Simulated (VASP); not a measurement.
# CaSe (Cmmm) in VASP: notebook

Runs on CaSe. Level: PBE+D3(BJ). Tasks: relaxation of cell and atoms, single point.

Everything below comes from runs of VASP 6.6.1. Logs are shortened: lines on timing, memory, paths and dates and some standing lists are left out, and cuts for length are marked.

## 1. The cell of the first run

It takes space group Cmmm (No. 65, orthorhombic). Conventional cell: a = 4.869 Å, b = 5.314 Å, c = 3.605 Å, α = 90.00°, β = 90.00°, γ = 90.00°. Within 4.0 Å of Ca (site symmetry mmm) lie 8 Se at 3.03 to 3.21 Å and 6 Ca at 3.60 Å. Within 4.0 Å of Se (site symmetry mmm) lie 8 Ca at 3.03 to 3.21 Å and 6 Se at 3.60 Å.

## 2. Relaxation of cell and atoms, PBE+D3(BJ)

Contents of INCAR:

```
PREC = Accurate ; ENCUT = 600
EDIFF = 1E-6 ; ISMEAR = 0
SIGMA = 0.02 ; LREAL = F
LASPH = T ; NELM = 100
ALGO = Normal ; ISIF = 3
LWAVE = F ; LCHARG = F
GGA = PE ; IVDW = 12
IBRION = 2 ; NSW = 100
EDIFFG = -0.01
```

Contents of KPOINTS:

```
regular mesh
0
Gamma
  8 8 8
```

Contents of POSCAR:

```
CaSe
1.0
    2.4346843926     -2.6569309441      0.0000000000
    2.4346843926      2.6569309441      0.0000000000
    0.0000000000      0.0000000000      3.6046553984
Ca Se
1 1
Direct
    0.0000000000      0.0000000000      0.0000000000
    0.5000000000      0.5000000000      0.5000000000
```

Potentials or basis: VASP PAW PBE potentials, release 64 (Ca_sv, Se).

Launch:

```bash
$ cat potpaw_PBE.64/Ca_sv/POTCAR potpaw_PBE.64/Se/POTCAR > POTCAR
$ mpirun -np 1 vasp_std > vasp.out
```

OUTCAR:

```text
PREC = Accurate
   ENCUT = 600
   EDIFF = 1E-6
   ISMEAR = 0
   LREAL = F
   LASPH = T
   NELM = 100
   ISIF = 3
   GGA = PE
   IVDW = 12
   IBRION = 2
   NSW = 100
   EDIFFG = -0.01
 IVDW          = 12

 ion  position               nearest neighbor table
   1  0.000  0.000  0.000-
   2  0.500  0.500  0.500-

  LATTYP: Found a base centered orthorhombic cell.
 ALAT       =     4.8693687852
 B/A-ratio  =     1.0912835159
 C/A-ratio  =     0.7402715952

  Lattice vectors:

 A1 = (   2.4346843926,  -2.6569309441,   0.0000000000)
 A2 = (   2.4346843926,   2.6569309441,   0.0000000000)
 A3 = (   0.0000000000,   0.0000000000,   3.6046553984)

Analysis of symmetry for initial positions (statically):
=====================================================================
 Subroutine PRICEL returns:
 Original cell was already a primitive cell.

 Routine SETGRP: Setting up the symmetry group for a
 base centered orthorhombic supercell.

 Subroutine GETGRP returns: Found  8 space group operations
 (whereof  8 operations were pure point group operations)
 out of a pool of  8 trial point group operations.

The static configuration has the point symmetry D_2h.

Analysis of symmetry for dynamics (positions and initial velocities):
=====================================================================
 Subroutine PRICEL returns:
 Original cell was already a primitive cell.

 Routine SETGRP: Setting up the symmetry group for a
 base centered orthorhombic supercell.

 Subroutine GETGRP returns: Found  8 space group operations
 (whereof  8 operations were pure point group operations)
 out of a pool of  8 trial point group operations.

The dynamic configuration has the point symmetry D_2h.

 Subroutine INISYM returns: Found  8 space group operations
 (whereof  8 operations are pure point group operations),
 and found     1 'primitive' translations

----------------------------------------------------------------------------------------

                                     Primitive cell

  volume of cell :      46.6355

  direct lattice vectors                    reciprocal lattice vectors
     2.434684393 -2.656930944  0.000000000     0.205365427 -0.188187051  0.000000000
     2.434684393  2.656930944  0.000000000     0.205365427  0.188187051  0.000000000
     0.000000000  0.000000000  3.604655398     0.000000000  0.000000000  0.277419029

  length of vectors
     3.603743905  3.603743905  3.604655398     0.278548604  0.278548604  0.277419029

  position of ions in fractional coordinates (direct lattice)
     0.000000000  0.000000000  0.000000000
     0.500000000  0.500000000  0.500000000

  ion indices of the primitive-cell ions
   primitive index   ion index
                 1           1
                 2           2

----------------------------------------------------------------------------------------

 KPOINTS: regular mesh

Automatic generation of k-mesh.
 Grid dimensions read from file:
 generate k-points for:    8    8    8

 Generating k-lattice:

  Cartesian coordinates                     Fractional coordinates (reciprocal lattice)
     0.025670678 -0.023523381  0.000000000     0.125000000  0.000000000  0.000000000
     0.025670678  0.023523381  0.000000000     0.000000000  0.125000000  0.000000000
     0.000000000  0.000000000  0.034677379     0.000000000  0.000000000  0.125000000

  Length of vectors
     0.034818576  0.034818576  0.034677379

  Shift w.r.t. Gamma in fractional coordinates (k-lattice)
     0.000000000  0.000000000  0.000000000

 Subroutine IBZKPT returns following result:
 ===========================================

 Found    105 irreducible k-points:

 Following reciprocal coordinates:
            Coordinates               Weight
  0.000000  0.000000  0.000000      1.000000
  0.125000  0.000000  0.000000      4.000000
  0.250000  0.000000  0.000000      4.000000
  0.375000 -0.000000  0.000000      4.000000
  0.500000  0.000000  0.000000      2.000000
  0.125000  0.125000  0.000000      2.000000
[... 16 lines left out ...]
  0.125000  0.000000  0.125000      8.000000
  0.250000  0.000000  0.125000      8.000000
 [... further k-points ...]
   k-points           NKPTS =    105   k-points in BZ     NKDIM =    105   number of bands    NBANDS=     12
   number of dos      NEDOS =    301   number of ions     NIONS =      2
   total plane-waves  NPLWV =  27000
   dimension x,y,z NGX =    30 NGY =   30 NGZ =   30
   dimension x,y,z NGXF=    60 NGYF=   60 NGZF=   60
   ions per type =               1   1
   NGX,Y,Z   is equivalent  to a cutoff of  13.84, 13.84, 13.84 a.u.
   NGXF,Y,Z  is equivalent  to a cutoff of  27.68, 27.68, 27.67 a.u.
 SYSTEM =  unknown system
   PREC   = accura    normal or accurate (medium, high low for compatibility)
   ISTART =      0    job   : 0-new  1-cont  2-samecut
   ICHARG =      2    charge: 1-file 2-atom 10-const
   ISPIN  =      1    spin polarized calculation?
   LNONCOLLINEAR =      F non collinear calculations
   LSORBIT =      F    spin-orbit coupling
   LASPH  =      T    aspherical Exc in radial PAW
   ENCUT  =  600.0 eV  44.10 Ry    6.64 a.u.   7.20  7.20  7.20*2*pi/ulx,y,z
   NELM   =    100;   NELMIN=  2; NELMDL= -5     # of ELM steps
   EDIFF  = 0.1E-05   stopping-criterion for ELM
   LREAL  =      F    real-space projection
   EDIFFG = -.1E-01   stopping-criterion for IOM
   NSW    =    100    number of steps for IOM
   IBRION =      2    ionic relax: 0-MD 1-quasi-New 2-CG
   NFREE  =      1    steps in history (QN), initial steepest desc. (CG)
   ISIF   =      3    stress and relaxation
   ISYM   =      2    0-nonsym 1-usesym 2-fastsym
   POTIM  = 0.5000    time-step for ionic-motion
   TEBEG  =    0.0;   TEEND  =   0.0 temperature during run
   PSTRESS=    0.0 pullay stress
   NELECT =      16.0000    total number of electrons
   NUPDOWN=      -1.0000    fix difference up-down
   EMIN   =  10.00;   EMAX   =-10.00  energy-range for DOS
   EFERMI =   0.00;   METHOD = LEGACY
   ISMEAR =     0;   SIGMA  =   0.02  broadening in eV -4-tet -1-fermi 0-gaus
   EFERMI_NEDOS =   21; number of points for ismear=-14 and -15
   IALGO  =     38    algorithm
   IMIX   =      4    mixing-type and parameters
     AMIX     =   0.40;   BMIX     =  1.00
     AMIX_MAG =   1.60;   BMIX_MAG =  1.00
  volume/ion in A,a.u.               =      23.32       157.36
  Fermi-wavevector in a.u.,A,eV,Ry     =   1.146065  2.165749 17.870777  1.313465
  Thomas-Fermi vector in A             =   2.282751
   LORBIT       =      0    0 simple, 1 ext, 2 COOP (PROOUT), +10 PAW based schemes
   GGA     = PE    functional components
   LHFCALC =     F    Hartree Fock is set to
   AEXX    =    0.0000 exact exchange contribution
   IVDW    =    12    specifies the selected vdW correction
   LEPSILON=     F    determine dielectric tensor
   LRPA    =     F    only Hartree local field effects (RPA)
 conjugate gradient relaxation of ions
 non-spin polarized calculation
 Gauss-broadening in eV      SIGMA  =   0.02
  energy-cutoff  :      600.00
  volume of cell :       46.64
 maximum number of plane-waves:      1586
 NGX is ok and might be reduce to    30
   NGX = 15   NGY = 15   NGZ = 15

--------------------------------------- Ionic step        1  -------------------------------------------

 number of electron      15.9999999 magnetization

 Free energy of the ion-electron system (eV)
  ---------------------------------------------------
  ext. energy  EPLUGINS =         0.00000000
  ---------------------------------------------------
  free energy    TOTEN  =        -8.78493807 eV

  energy without entropy =       -8.78493807  energy(sigma->0) =       -8.78493807

------------------------ aborting loop because EDIFF is reached ----------------------------------------

 Edisp (eV)   -0.78024

 E8    (eV) :    -0.3568

  FORCE on cell =-STRESS in cart. coord.  units (eV):
  Direction    XX          YY          ZZ          XY          YZ          ZX
  --------------------------------------------------------------------------------------
  -------------------------------------------------------------------------------------
  Total       0.08597    -0.00528     0.03439    -0.00000     0.00000     0.00000
  in kB       2.95357    -0.18128     1.18138    -0.00000     0.00000     0.00000
  external pressure =        1.32 kB  Pullay stress =        0.00 kB
[... 97 lines left out ...]
  FREE ENERGIE OF THE ION-ELECTRON SYSTEM (eV)
  ---------------------------------------------------
  free  energy   TOTEN  =        -9.5653179995 eV

  energy  without entropy=       -9.5653179995  energy(sigma->0) =       -9.56531800

[... ionic steps 4 to 7 ...]

--------------------------------------- Ionic step        8  -------------------------------------------

 number of electron      15.9999998 magnetization

------------------------ aborting loop because EDIFF is reached ----------------------------------------

 Edisp (eV)   -0.78381

 E8    (eV) :    -0.3583
[... 69 lines left out ...]
  energy  without entropy=       -9.5664881684  energy(sigma->0) =       -9.56648817

--------------------------------------- Ionic step       10  -------------------------------------------

 number of electron      15.9999999 magnetization

 Free energy of the ion-electron system (eV)
  ---------------------------------------------------
  ext. energy  EPLUGINS =         0.00000000
  ---------------------------------------------------
  free energy    TOTEN  =        -8.78477554 eV

  energy without entropy =       -8.78477554  energy(sigma->0) =       -8.78477554

 E-fermi :   4.7153     XC(G=0):  -9.7186

 val. band max:        4.5194868252   @ k =   0.5000   0.0000   0.5000
 cond. band min:       5.2332187108   @ k =   0.5000   0.0000   0.5000
 fundamental gap:      0.7137318856
 Fermi energy:         4.7153162254

 k-point     1 :       0.0000    0.0000    0.0000
  band No.  band energies     occupation
      1     -36.7433      2.00000
      2     -17.6832      2.00000
      3     -17.6813      2.00000
      4     -17.6800      2.00000
      5      -8.6806      2.00000
      6       3.5953      2.00000
      7       3.6228      2.00000
      8       3.6594      2.00000
      9       5.5191      0.00000
     10       5.5223      0.00000
     11       6.7955      0.00000
     12       8.9186      0.00000
[... 331 lines left out ...]
 k-point    24 :       0.2500    0.0000    0.1250
  band No.  band energies     occupation
      1     -36.7338      2.00000
      2     -17.7827      2.00000
      3     -17.7001      2.00000
      4     -17.6691      2.00000
      5      -8.2364      2.00000
      6       1.0778      2.00000
      7       2.7596      2.00000
      8       3.5738      2.00000
      9       6.2298      0.00000
     10       7.3859      0.00000
     11       8.3279      0.00000
     12       8.6585      0.00000

 [... further k-points ...]

------------------------ aborting loop because EDIFF is reached ----------------------------------------

 Edisp (eV)   -0.78174

 E8    (eV) :    -0.3574

  FORCE on cell =-STRESS in cart. coord.  units (eV):
  Direction    XX          YY          ZZ          XY          YZ          ZX
  --------------------------------------------------------------------------------------
  -------------------------------------------------------------------------------------
  Total       0.00095    -0.00760    -0.01259    -0.00000     0.00000     0.00000
  in kB       0.03269    -0.26160    -0.43352    -0.00000     0.00000     0.00000
  external pressure =       -0.22 kB  Pullay stress =        0.00 kB
[... 17 lines left out ...]
  FREE ENERGIE OF THE ION-ELECTRON SYSTEM (eV)
  ---------------------------------------------------
  free  energy   TOTEN  =        -9.5665169102 eV

  energy  without entropy=       -9.5665169102  energy(sigma->0) =       -9.56651691

 reached required accuracy - stopping structural energy minimisation
```

It took 5.4 min on 1 thread of Intel Xeon Platinum 8375C at 2.90GHz (Ice Lake), shared host; peak memory 0.25 GiB.

What came out:

| Property | Result |
| --- | --- |
| Free energy | -9.5665 eV |
| Relaxed volume | 23.26 Å³/atom |
| Relaxed cell | a = 3.597 Å, b = 3.597 Å, c = 3.597 Å, α = 90.00°, β = 90.00°, γ = 91.16° |
| Space group after relaxing (to 0.05 Å) | Cmmm (No. 65) |
| Energy gained by relaxing | 0.7 meV/atom |
| Ionic steps | 10 |
| Pressure after relaxing | 0.0 GPa |
| Band gap on the k mesh | 0.71 eV, direct |
| Dispersion energy per atom | -0.391 eV |

Step by step:
| step | energy change (eV) | largest force (eV/Å) | pressure (GPa) | volume (Å³) |
| --- | --- | --- | --- | --- |
| 1 | 0.0000 | 0.0000 | 0.13 | 46.64 |
| 2 | -0.0001 | 0.0000 | -0.04 | 46.77 |
| 3 | -0.0001 | 0.0000 | -0.10 | 46.81 |
| 4 | -0.0003 | 0.0000 | -0.08 | 46.79 |
| 5 | -0.0006 | 0.0000 | -0.02 | 46.72 |
| 6 | -0.0010 | 0.0000 | 0.00 | 46.58 |
| 7 | -0.0011 | 0.0000 | 0.28 | 46.27 |
| 8 | -0.0012 | 0.0000 | 0.15 | 46.41 |
| 9 | -0.0013 | 0.0000 | 0.06 | 46.47 |
| 10 | -0.0013 | 0.0000 | -0.02 | 46.53 |

Final structure:
```
Ca Se
1.0
     2.51739   -2.56884    0.00000
     2.51739    2.56884    0.00000
     0.00000    0.00000    3.59746
Ca Se
1 1
Direct
  0.00000 0.00000 0.00000
  0.50000 0.50000 0.50000
```

Levels at points of the mesh, in eV from the valence-band top:
```tsv
k point	band 5	band 6	band 7	band 8	band 9	band 10	band 11	band 12
(0.00, 0.00, 0.00)	-13.20	-0.92	-0.90	-0.86	1.00	1.00	2.28	4.40
(0.50, 0.00, 0.00)	-12.40	-5.08	-1.11	-1.11	1.98	4.70	4.79	4.90
(0.50, 0.50, 0.00)	-12.09	-3.73	-3.63	0.00	0.72	2.98	3.16	3.17
(0.00, 0.00, 0.50)	-12.40	-5.08	-1.19	-1.01	1.98	4.67	4.79	4.92
(0.50, 0.00, 0.50)	-12.09	-3.68	-3.68	0.00	0.71	2.95	3.17	3.20
(0.50, 0.50, 0.50)	-11.48	-3.88	-3.86	-3.84	3.78	3.90	4.01	5.54
```

## 3. Single point, PBE+D3(BJ)

This run uses another cell than the first one, of 23.37 Å³/atom, 1.002 times its volume.

Contents of INCAR:

```
  ALGO = Normal
  EDIFF = 1E-6
  ENCUT = 520
  GGA = PE
  ISIF = 2
  ISMEAR = 0
  IVDW = 12
  LASPH = True
  LCHARG = False
  LREAL = False
  LWAVE = False
  NBANDS = 15
  NELM = 100
  PREC = Accurate
  SIGMA = 0.1
```

Contents of KPOINTS:

```
k-points
0
Gamma
  6 6 4
```

Contents of POSCAR:

```
CaSe
1.0
    2.4311494770     -2.6586839068      0.0000000000
    2.4311494770      2.6586839068      0.0000000000
    0.0000000000      0.0000000000      3.6162108798
Ca Se
1 1
Direct
    0.0000000000      0.0000000000      0.0000000000
    0.5000000000      0.5000000000      0.5000000000
```

Potentials or basis: VASP PAW PBE potentials, release 64 (Ca_sv, Se).

Launch:

```bash
$ cat potpaw_PBE.64/Ca_sv/POTCAR potpaw_PBE.64/Se/POTCAR > POTCAR
$ mpirun -np 1 vasp_std > vasp.out
```

OUTCAR:

```text
EDIFF = 1E-6
   ENCUT = 520
   GGA = PE
   ISIF = 2
   ISMEAR = 0
   IVDW = 12
   LASPH = True
   LREAL = False
   NELM = 100
   PREC = Accurate
 IVDW          = 12

 ion  position               nearest neighbor table
   1  0.000  0.000  0.000-
   2  0.500  0.500  0.500-

  LATTYP: Found a base centered orthorhombic cell.
 ALAT       =     4.8622989540
 B/A-ratio  =     1.0935912958
 C/A-ratio  =     0.7437245044
[... 618 lines left out ...]
     15      11.5024      0.00000

 [... further k-points ...]

------------------------ aborting loop because EDIFF is reached ----------------------------------------

 Edisp (eV)   -0.77839

 E8    (eV) :    -0.3560

  FORCE on cell =-STRESS in cart. coord.  units (eV):
  Direction    XX          YY          ZZ          XY          YZ          ZX
  --------------------------------------------------------------------------------------
  -------------------------------------------------------------------------------------
  Total       0.08152     0.02044     0.03994    -0.00000     0.00000     0.00000
  in kB       2.79392     0.70048     1.36877    -0.00000     0.00000     0.00000
  external pressure =        1.62 kB  Pullay stress =        0.00 kB

 VOLUME and BASIS-vectors are now :
 -----------------------------------------------------------------------------
  energy-cutoff  :      520.00
  volume of cell :       46.75
      direct lattice vectors                 reciprocal lattice vectors
     2.431149477 -2.658683907  0.000000000     0.205664030 -0.188062973  0.000000000
     2.431149477  2.658683907  0.000000000     0.205664030  0.188062973  0.000000000
     0.000000000  0.000000000  3.616210880     0.000000000  0.000000000  0.276532546

 POSITION                                       TOTAL-FORCE (eV/Angst)
 -----------------------------------------------------------------------------------
      0.00000      0.00000      0.00000        -0.000000     -0.000000      0.000000
      2.43115      0.00000      1.80811         0.000000      0.000000      0.000000
 -----------------------------------------------------------------------------------
    total drift:                                0.000000      0.000000      0.000000

  FREE ENERGIE OF THE ION-ELECTRON SYSTEM (eV)
  ---------------------------------------------------
  free  energy   TOTEN  =        -9.5356739897 eV

  energy  without entropy=       -9.5356739872  energy(sigma->0) =       -9.53567399
```

OSZICAR:

```text
N       E                     dE             d eps       ncg     rms          rms(c)
DAV:   1     0.110379103475E+03    0.11038E+03   -0.76718E+03  1170   0.101E+03
DAV:   2    -0.440897050024E+01   -0.11479E+03   -0.10844E+03  1464   0.251E+02
DAV:   3    -0.872582076957E+01   -0.43169E+01   -0.42607E+01  1536   0.464E+01
DAV:   4    -0.891434917126E+01   -0.18853E+00   -0.18842E+00  1612   0.823E+00
DAV:   5    -0.891549882106E+01   -0.11496E-02   -0.11496E-02  1530   0.704E-01    0.449E+00
DAV:   6    -0.876934577468E+01    0.14615E+00   -0.15009E-01  1359   0.240E+00    0.262E+00
DAV:   7    -0.875530358881E+01    0.14042E-01   -0.84347E-02  1539   0.198E+00    0.834E-01
DAV:   8    -0.875726845740E+01   -0.19649E-02   -0.15802E-02  1242   0.902E-01    0.119E-01
DAV:   9    -0.875718754360E+01    0.80914E-04   -0.89167E-04  1558   0.299E-01    0.586E-02
DAV:  10    -0.875726450147E+01   -0.76958E-04   -0.21445E-04  1261   0.102E-01    0.156E-02
DAV:  11    -0.875728826613E+01   -0.23765E-04   -0.42518E-05  1381   0.516E-02    0.147E-02
DAV:  12    -0.875728702300E+01    0.12431E-05   -0.17321E-06  1441   0.742E-03    0.695E-03
DAV:  13    -0.875728643524E+01    0.58776E-06   -0.10341E-06  1124   0.676E-03
   1 F= -.95356740E+01 E0= -.95356740E+01  d E =-.247135E-08
```

Wall time 24 s (1 thread of Intel Xeon Platinum 8375C at 2.90GHz (Ice Lake), shared host); peak memory 0.18 GiB.

What came out:

```
Free energy                : -9.5357 eV
Pressure                   : 0.2 GPa
Band gap on the k mesh     : 0.73 eV, direct
Dispersion energy per atom : -0.389 eV
```

Stress tensor (GPa, compression positive):
```
0.28 0.00 0.00
0.00 0.07 0.00
0.00 0.00 0.14
```

Levels at points of the mesh, in eV from the valence-band top:
| k point | band 6 | band 7 | band 8 | band 9 | band 10 | band 11 |
| --- | --- | --- | --- | --- | --- | --- |
| (0.00, 0.00, 0.00) | -0.97 | -0.92 | -0.69 | 1.02 | 1.08 | 2.22 |
| (0.50, 0.00, 0.00) | -5.02 | -1.15 | -1.12 | 2.10 | 4.66 | 4.68 |
| (0.50, 0.50, 0.00) | -3.83 | -3.39 | -0.03 | 0.78 | 3.01 | 3.16 |
| (0.00, 0.00, 0.50) | -5.04 | -1.44 | -0.65 | 2.03 | 4.40 | 4.82 |
| (0.50, 0.00, 0.50) | -3.63 | -3.62 | 0.00 | 0.73 | 2.80 | 3.23 |
| (0.50, 0.50, 0.50) | -3.88 | -3.83 | -3.73 | 3.44 | 3.97 | 4.45 |

Caveat: the k points lie up to 0.43 Å⁻¹ apart. A k mesh can miss the band edges.

(Part 1 of 2 ends here.)
